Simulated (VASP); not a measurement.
# TiSi2 (Fddd) in VASP: single point with PBE

Aim: the single point of TiSi2 with PBE.

Everything below comes from runs of VASP 6.6.1. Logs are shortened: lines on timing, memory, paths and dates and some standing lists are left out, and cuts for length are marked.

**1. The cell of the first run**

Symmetry: Fddd, No. 70, orthorhombic system. Conventional cell: a = 4.807 Å, b = 8.270 Å, c = 8.560 Å, α = 90.00°, β = 90.00°, γ = 90.00°. Within 3.4 Å of Ti (site symmetry 222) lie 10 Si at 2.56 to 2.79 Å and 4 Ti at 3.21 Å. Si (site symmetry 2) has 9 Si at 2.53 to 3.21 Å and 5 Ti at 2.56 to 2.79 Å within 3.3 Å.

**2. Single point, PBE**

Input file INCAR:

```
ALGO = Normal
EDIFF = 1E-6
ENCUT = 520
GGA = PE
ISIF = 2
ISMEAR = 0
LASPH = T
LCHARG = T
LELF = T
LREAL = F
LVHAR = T
LWAVE = F
NBANDS = 29
NELM = 80
PREC = Accurate
SIGMA = 0.1
```

Input file KPOINTS:

```
k-points
0
Gamma
  8 8 8
```

Input file POSCAR:

```
TiSi2
1.0
    4.7827940929      0.0000000000      0.0000000000
   -2.3669914019      4.1560162462      0.0000000000
    1.2079013455      2.0780081231      4.2801839307
Ti Si
2 4
Direct
    0.5000000000      0.5000000000      0.0000000000
    0.2500000000      0.7500000000      0.5000000000
    0.1630629673      0.8369370327      0.0000000000
    0.8369370327      0.1630629673      0.0000000000
    0.9130629673      0.0869370327      0.5000000000
    0.5869370327      0.4130629673      0.5000000000
```

Potentials or basis: VASP PAW PBE potentials, release 64 (Ti_sv, Si).

Launch:

```console
$ cat potpaw_PBE.64/Ti_sv/POTCAR potpaw_PBE.64/Si/POTCAR > POTCAR
$ mpirun -np 1 vasp_std > vasp.out
```

OUTCAR:

```text
EDIFF = 1E-6
   ENCUT = 520
   GGA = PE
   ISIF = 2
   ISMEAR = 0
   LASPH = T
   LREAL = F
   NELM = 80
   PREC = Accurate

 ion  position               nearest neighbor table
   1  0.500  0.500  0.000-   6 2.56   5 2.56   5 2.56   6 2.56   4 2.76   3 2.76   4 2.76   3 2.76
                             4 2.79   3 2.79
   2  0.250  0.750  0.500-   4 2.56   3 2.56   4 2.56   3 2.56   5 2.76   6 2.76   5 2.76   6 2.76
                             5 2.79   6 2.79
   3  0.163  0.837  0.000-   6 2.53   6 2.53   2 2.56   2 2.56   4 2.70   1 2.76   1 2.76   1 2.79
                             4 2.80   4 2.80
   4  0.837  0.163  0.000-   5 2.53   5 2.53   2 2.56   2 2.56   3 2.70   1 2.76   1 2.76   1 2.79
                             3 2.80   3 2.80
   5  0.913  0.087  0.500-   4 2.53   4 2.53   1 2.56   1 2.56   6 2.70   2 2.76   2 2.76   2 2.79
                             6 2.80   6 2.80
   6  0.587  0.413  0.500-   3 2.53   3 2.53   1 2.56   1 2.56   5 2.70   2 2.76   2 2.76   2 2.79
                             5 2.80   5 2.80

  LATTYP: Found a face centered orthorhombic cell.
 ALAT       =     4.8071377846
 B/A-ratio  =     1.7203458965
 C/A-ratio  =     1.7807619097

  Lattice vectors:

 A1 = (  -3.5748927474,   2.0780081231,   4.2801839307)
 A2 = (   1.2079013455,   2.0780081231,   4.2801839307)
 A3 = (  -2.3669914019,   4.1560162462,   0.0000000000)

Analysis of symmetry for initial positions (statically):
=====================================================================
 Subroutine PRICEL returns:
 Original cell was already a primitive cell.

 Routine SETGRP: Setting up the symmetry group for a
 face centered orthorhombic supercell.

 Subroutine GETGRP returns: Found  8 space group operations
 (whereof  4 operations were pure point group operations)
 out of a pool of  8 trial point group operations.

The static configuration has the point symmetry D_2 .
 The point group associated with its full space group is D_2h.

Analysis of symmetry for dynamics (positions and initial velocities):
=====================================================================
 Subroutine PRICEL returns:
 Original cell was already a primitive cell.

 Routine SETGRP: Setting up the symmetry group for a
 face centered orthorhombic supercell.

 Subroutine GETGRP returns: Found  8 space group operations
 (whereof  4 operations were pure point group operations)
 out of a pool of  8 trial point group operations.

The dynamic configuration has the point symmetry D_2 .
 The point group associated with its full space group is D_2h.

 Subroutine INISYM returns: Found  8 space group operations
 (whereof  4 operations are pure point group operations),
 and found     1 'primitive' translations

----------------------------------------------------------------------------------------

                                     Primitive cell

  volume of cell :      85.0788

  direct lattice vectors                    reciprocal lattice vectors
     4.782794093  0.000000000  0.000000000     0.209082804  0.119079708 -0.116817410
    -2.366991402  4.156016246  0.000000000     0.000000000  0.240615036 -0.116817410
     1.207901346  2.078008123  4.280183931     0.000000000  0.000000000  0.233634819

  length of vectors
     4.782794093  4.782794093  4.908881533     0.267473182  0.267473182  0.233634819

  position of ions in fractional coordinates (direct lattice)
     0.500000000  0.500000000  0.000000000
     0.250000000  0.750000000  0.500000000
     0.163062967  0.836937033  0.000000000
     0.836937033  0.163062967  0.000000000
     0.913062967  0.086937033  0.500000000
     0.586937033  0.413062967  0.500000000

  ion indices of the primitive-cell ions
   primitive index   ion index
                 1           1
                 2           2
                 3           3
                 4           4
                 5           5
                 6           6

----------------------------------------------------------------------------------------

 KPOINTS: k-points

Automatic generation of k-mesh.
 Grid dimensions read from file:
 generate k-points for:    8    8    8

 Generating k-lattice:

  Cartesian coordinates                     Fractional coordinates (reciprocal lattice)
     0.026135351  0.014884963 -0.014602176     0.125000000  0.000000000 -0.000000000
     0.000000000  0.030076880 -0.014602176     0.000000000  0.125000000  0.000000000
     0.000000000  0.000000000  0.029204352     0.000000000  0.000000000  0.125000000

  Length of vectors
     0.033434148  0.033434148  0.029204352

  Shift w.r.t. Gamma in fractional coordinates (k-lattice)
     0.000000000  0.000000000  0.000000000

 Subroutine IBZKPT returns following result:
 ===========================================

 Found     95 irreducible k-points:

 Following reciprocal coordinates:
            Coordinates               Weight
  0.000000  0.000000  0.000000      1.000000
  0.125000  0.000000  0.000000      8.000000
  0.250000  0.000000  0.000000      8.000000
  0.375000  0.000000  0.000000      8.000000
  0.500000  0.000000  0.000000      4.000000
  0.125000  0.125000  0.000000      4.000000
[... 16 lines left out ...]
  0.250000  0.000000  0.125000      4.000000
  0.375000  0.000000  0.125000      8.000000
 [... further k-points ...]
   k-points           NKPTS =     95   k-points in BZ     NKDIM =     95   number of bands    NBANDS=     29
   number of dos      NEDOS =    301   number of ions     NIONS =      6
   total plane-waves  NPLWV =  51840
   dimension x,y,z NGX =    36 NGY =   36 NGZ =   40
   dimension x,y,z NGXF=    72 NGYF=   72 NGZF=   80
   ions per type =               2   4
   NGX,Y,Z   is equivalent  to a cutoff of  12.51, 12.51, 13.55 a.u.
   NGXF,Y,Z  is equivalent  to a cutoff of  25.03, 25.03, 27.09 a.u.
 SYSTEM =  unknown system
   PREC   = accura    normal or accurate (medium, high low for compatibility)
   ISTART =      0    job   : 0-new  1-cont  2-samecut
   ICHARG =      2    charge: 1-file 2-atom 10-const
   ISPIN  =      1    spin polarized calculation?
   LNONCOLLINEAR =      F non collinear calculations
   LSORBIT =      F    spin-orbit coupling
   LASPH  =      T    aspherical Exc in radial PAW
   ENCUT  =  520.0 eV  38.22 Ry    6.18 a.u.   8.89  8.89  9.13*2*pi/ulx,y,z
   NELM   =     80;   NELMIN=  2; NELMDL= -5     # of ELM steps
   EDIFF  = 0.1E-05   stopping-criterion for ELM
   LREAL  =      F    real-space projection
   EDIFFG = 0.1E-04   stopping-criterion for IOM
   NSW    =      0    number of steps for IOM
   IBRION =     -1    ionic relax: 0-MD 1-quasi-New 2-CG
   NFREE  =      0    steps in history (QN), initial steepest desc. (CG)
   ISIF   =      2    stress and relaxation
   ISYM   =      2    0-nonsym 1-usesym 2-fastsym
   POTIM  = 0.5000    time-step for ionic-motion
   TEBEG  =    0.0;   TEEND  =   0.0 temperature during run
   PSTRESS=    0.0 pullay stress
   NELECT =      40.0000    total number of electrons
   NUPDOWN=      -1.0000    fix difference up-down
   EMIN   =  10.00;   EMAX   =-10.00  energy-range for DOS
   EFERMI =   0.00;   METHOD = LEGACY
   ISMEAR =     0;   SIGMA  =   0.10  broadening in eV -4-tet -1-fermi 0-gaus
   EFERMI_NEDOS =   21; number of points for ismear=-14 and -15
   IALGO  =     38    algorithm
   IMIX   =      4    mixing-type and parameters
     AMIX     =   0.40;   BMIX     =  1.00
     AMIX_MAG =   1.60;   BMIX_MAG =  1.00
  volume/ion in A,a.u.               =      14.18        95.69
  Fermi-wavevector in a.u.,A,eV,Ry     =   1.272978  2.405580 22.047888  1.620474
  Thomas-Fermi vector in A             =   2.405827
   LORBIT       =      0    0 simple, 1 ext, 2 COOP (PROOUT), +10 PAW based schemes
   GGA     = PE    functional components
   LHFCALC =     F    Hartree Fock is set to
   AEXX    =    0.0000 exact exchange contribution
   IVDW    =     0    specifies the selected vdW correction
   LEPSILON=     F    determine dielectric tensor
   LRPA    =     F    only Hartree local field effects (RPA)
 non-spin polarized calculation
 Gauss-broadening in eV      SIGMA  =   0.10
  energy-cutoff  :      520.00
  volume of cell :       85.08
 maximum number of plane-waves:      2313
   NGX = 17   NGY = 17   NGZ = 19

 number of electron      40.0000003 magnetization

 Free energy of the ion-electron system (eV)
  ---------------------------------------------------
  ext. energy  EPLUGINS =         0.00000000
  ---------------------------------------------------
  free energy    TOTEN  =       -40.71294072 eV

  energy without entropy =      -40.70138356  energy(sigma->0) =      -40.70716214

 E-fermi :  10.0182     XC(G=0): -11.6740

 val. band max:       10.0061657457   @ k =  -0.3750   0.3750  -0.0000
 cond. band min:      10.0188904589   @ k =   0.2500   0.2500   0.1250
 fundamental gap:      0.0127247132
 Fermi energy:        10.0181675351

 k-point     1 :       0.0000    0.0000    0.0000
  band No.  band energies     occupation
      1     -46.2934      2.00000
      2     -46.2666      2.00000
      3     -22.6627      2.00000
      4     -22.6565      2.00000
      5     -22.5823      2.00000
      6     -22.5680      2.00000
[... 21 lines left out ...]
     28      13.6930      0.00000
     29      13.7675      0.00000

 k-point     2 :       0.1250    0.0000    0.0000
  band No.  band energies     occupation
      1     -46.2926      2.00000
      2     -46.2674      2.00000
      3     -22.6627      2.00000
      4     -22.6554      2.00000
      5     -22.5859      2.00000
      6     -22.5679      2.00000
[... 21 lines left out ...]
     28      13.7567      0.00000
     29      13.8754      0.00000

 k-point     3 :       0.2500    0.0000    0.0000
  band No.  band energies     occupation
      1     -46.2905      2.00000
      2     -46.2694      2.00000
      3     -22.6654      2.00000
      4     -22.6496      2.00000
      5     -22.5961      2.00000
      6     -22.5668      2.00000
[... 638 lines left out ...]
      5     -22.5883      2.00000
      6     -22.5697      2.00000
[... 21 lines left out ...]
     28      13.8348      0.00000
     29      14.0132      0.00000

 k-point    24 :       0.3750    0.0000    0.1250
  band No.  band energies     occupation
      1     -46.2890      2.00000
      2     -46.2709      2.00000
      3     -22.6660      2.00000
      4     -22.6519      2.00000
      5     -22.5965      2.00000
      6     -22.5696      2.00000
[... 21 lines left out ...]
     28      14.0046      0.00000
     29      14.4200      0.00000

 [... further k-points ...]
[... 5 lines left out ...]
  --------------------------------------------------------------------------------------
  -------------------------------------------------------------------------------------
  Total        0.0913366     -0.0045714     -0.0825951     -0.0841987      0.0000000      0.0000000
  in kB        1.7200226     -0.0860869     -1.5554043     -1.5856036      0.0000000      0.0000000
  external PRESSURE =       0.0261771 kB  Pullay stress =       0.0000000 kB

 VOLUME and BASIS-vectors are now :
 -----------------------------------------------------------------------------
  energy-cutoff  :      520.00
  volume of cell :       85.08
      direct lattice vectors                 reciprocal lattice vectors
     4.782794093  0.000000000  0.000000000     0.209082804  0.119079708 -0.116817410
    -2.366991402  4.156016246  0.000000000     0.000000000  0.240615036 -0.116817410
     1.207901346  2.078008123  4.280183931     0.000000000  0.000000000  0.233634819

 POSITION                                       TOTAL-FORCE (eV/Angst)
 -----------------------------------------------------------------------------------
      1.20790      2.07801      0.00000         0.000000     -0.000000      0.000000
      0.02441      4.15602      2.14009         0.000000     -0.000000      0.000000
     -1.20113      3.47832      0.00000         0.003060     -0.001779      0.000000
      3.61693      0.67769      0.00000        -0.003060      0.001779      0.000000
      4.76516      1.40032      2.14009         0.003060     -0.001779      0.000000
      2.43343      2.75570      2.14009        -0.003060      0.001779      0.000000
 -----------------------------------------------------------------------------------
    total drift:                               -0.000000      0.000000      0.000000

  FREE ENERGIE OF THE ION-ELECTRON SYSTEM (eV)
  ---------------------------------------------------
  free  energy   TOTEN  =       -40.7129407203 eV

  energy  without entropy=      -40.7013835610  energy(sigma->0) =      -40.70716214
```

Run time: 2.9 min. Hardware: 1 thread of Intel Xeon Platinum 8488C (Sapphire Rapids), shared host; peak memory 0.34 GiB.

Results:

| Quantity | Value |
| --- | --- |
| Free energy | -40.7129 eV |
| Pressure | 0.0 GPa |
| Largest force | 0.004 eV/Å |
| Band gap on the k mesh | zero (band 20 reaches 10.75 eV, above the bottom of band 21 at 8.88 eV) |

Forces in eV/Å, atoms in the order of the input:
```
Ti   0.000  0.000  0.000
Ti   0.000  0.000  0.000
Si   0.003 -0.002  0.000
Si  -0.003  0.002  0.000
Si   0.003 -0.002  0.000
Si  -0.003  0.002  0.000
```
